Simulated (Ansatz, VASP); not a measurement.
Sb: VASP and Ansatz over several settings

```
CELL_PARAMETERS angstrom
2.15420 1.24373 3.75800
-2.15420 1.24373 3.75800
0.00000 -2.48746 3.75800
ATOMIC_POSITIONS crystal
Sb 0.76651 0.76651 0.76651
Sb 0.23349 0.23349 0.23349
```

Single points on this cell with VASP 6.6.1 and Ansatz 0.2.0. Each row is one pair of runs. Alike in all rows: spin: off.

| level | k mesh | smearing | VASP's potentials, cutoff | Ansatz's potentials, cutoff | gap on the k mesh at the Fermi level (eV), VASP | gap on the k mesh at the Fermi level (eV), Ansatz | rms of the force components (eV/Å), VASP | rms of the force components (eV/Å), Ansatz |
| --- | --- | --- | --- | --- | --- | --- | --- | --- |
| PBE exchange alone | 8 × 8 × 8 | fermi-dirac, width 0.1 eV | VASP PAW PBE potentials, release 64 (Sb_d_GW), 500 eV | Ansatz PAW polarizable, 420 eV | none | none | 0.183 | 0.184 |
| B3LYP5 | 4 × 4 × 4 | fermi-dirac, width 0.05 eV | VASP PAW PBE potentials, release 64 (Sb_d_GW), 400 eV | Ansatz PAW, 420 eV | 0.81 | 0.74 | 0.204 | 0.221 |
| BHLYP | 4 × 4 × 4 | fermi-dirac, width 0.05 eV | VASP PAW PBE potentials, release 64 (Sb), 520 eV | Ansatz PAW, 420 eV | 1.61 | 1.41 | 0.684 | 0.481 |
| PBE-based global hybrid | 4 × 4 × 4 | fermi-dirac, width 0.05 eV | VASP PAW PBE potentials, release 64 (Sb_d_GW), 400 eV | Ansatz PAW, 420 eV | 1.57 | 1.37 | 0.407 | 0.441 |
| r2SCAN | 8 × 8 × 8 | fermi-dirac, width 0.05 eV | VASP PAW PBE potentials, release 64 (Sb_d_GW), 550 eV | Ansatz PAW, 500 eV | none | none | 0.004 | 0.004 |

Gap on the k mesh at the fermi level (eV): the two programs differ by at most 0.206; rms of the force components (eV/Å): the two programs differ by at most 0.2035.

VASP's potentials hold 10 valence electrons a cell and Ansatz's 30 in some rows, so a difference there can come from the potentials and not from the codes.

A gap of «none» marks a metal or a gap that the smearing closes.

The k mesh is coarse in some rows, so the values compare programs but aren't converged. Spin-orbit coupling is off throughout.
